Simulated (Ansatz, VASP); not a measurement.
FeSi in VASP and in Ansatz

POSCAR

```
FeSi
1.0
    4.3585745700      0.0000000000      0.0000000000
    0.0000000000      4.3585745700      0.0000000000
    0.0000000000      0.0000000000      4.3585745700
Fe Si
4 4
Direct
    0.1366600336      0.1366600336      0.1366600336
    0.3633399664      0.8633399664      0.6366600336
    0.6366600336      0.3633399664      0.8633399664
    0.8633399664      0.6366600336      0.3633399664
    0.8411319744      0.8411319744      0.8411319744
    0.6588680256      0.1588680256      0.3411319744
    0.3411319744      0.6588680256      0.1588680256
    0.1588680256      0.3411319744      0.6588680256
```

The input INCAR.step1:

```
PREC = Accurate ; ENCUT = 520
ISMEAR = 0 ; SIGMA = 0.01
LREAL = False ; LASPH = True
NELM = 80 ; NBANDS = 34
GGA = PE ; ALGO = Normal
EDIFF = 1E-4 ; LWAVE = True
LCHARG = False
```

The input INCAR.step2:

```
PREC = Accurate ; ENCUT = 520
EDIFF = 1E-6 ; ISMEAR = 0
SIGMA = 0.01 ; LREAL = False
LASPH = True ; NELM = 80
ALGO = Normal ; ISIF = 2
LWAVE = False ; LCHARG = False
METAGGA = R2SCAN ; LMIXTAU = True
NBANDS = 34 ; ISTART = 1
```

File KPOINTS:

```
regular mesh
0
Gamma
  6 6 6
```

Input for Ansatz:

```yaml
crystal:
  lattice:
    - [4.35857457, 0.0, 0.0]
    - [0.0, 4.35857457, 0.0]
    - [0.0, 0.0, 4.35857457]
  atoms:
    - { symbol: Fe, position: [0.1366600336, 0.1366600336, 0.1366600336] }
    - { symbol: Fe, position: [0.3633399664, 0.8633399664, 0.6366600336] }
    - { symbol: Fe, position: [0.6366600336, 0.3633399664, 0.8633399664] }
    - { symbol: Fe, position: [0.8633399664, 0.6366600336, 0.3633399664] }
    - { symbol: Si, position: [0.8411319744, 0.8411319744, 0.8411319744] }
    - { symbol: Si, position: [0.6588680256, 0.1588680256, 0.3411319744] }
    - { symbol: Si, position: [0.3411319744, 0.6588680256, 0.1588680256] }
    - { symbol: Si, position: [0.1588680256, 0.3411319744, 0.6588680256] }
kpoints:
  mp_grid: { grid: [6, 6, 6] }
hamiltonian:
  xc: r2scan
scf:
  occupations: { method: fixed }
  n_extra_bands: 6
output:
  forces: true
  stress: true
  eigenvalues: true
```

Alike in both runs: task single point; functional r2SCAN; k mesh 6 × 6 × 6; no spin polarisation.

```csv
,VASP,Ansatz
version,VASP 6.6.1,Ansatz 0.2.0
potentials or method,"VASP PAW PBE potentials, release 64 (Fe, Si)","plane waves, PAW"
plane-wave cutoff (eV),520,500
occupations,"gaussian, width 0.01 eV",fixed
valence electrons in the cell,48,80
```

```tsv
	VASP	Ansatz	Ansatz less VASP
gap on the k mesh at the Fermi level (eV)	0.33	0.34	+0.011
pressure (GPa)	8.9	8.3	-0.54
rms of the force components (eV/Å)	0.076	0.060	-0.0159
```

VASP's potentials were made for PBE, not for r2SCAN. Atom by atom the forces differ by 0.017 eV/Å (rms over components). VASP's potentials hold 48 valence electrons a cell and Ansatz's 80, so a difference there can come from the potentials and not from the codes.
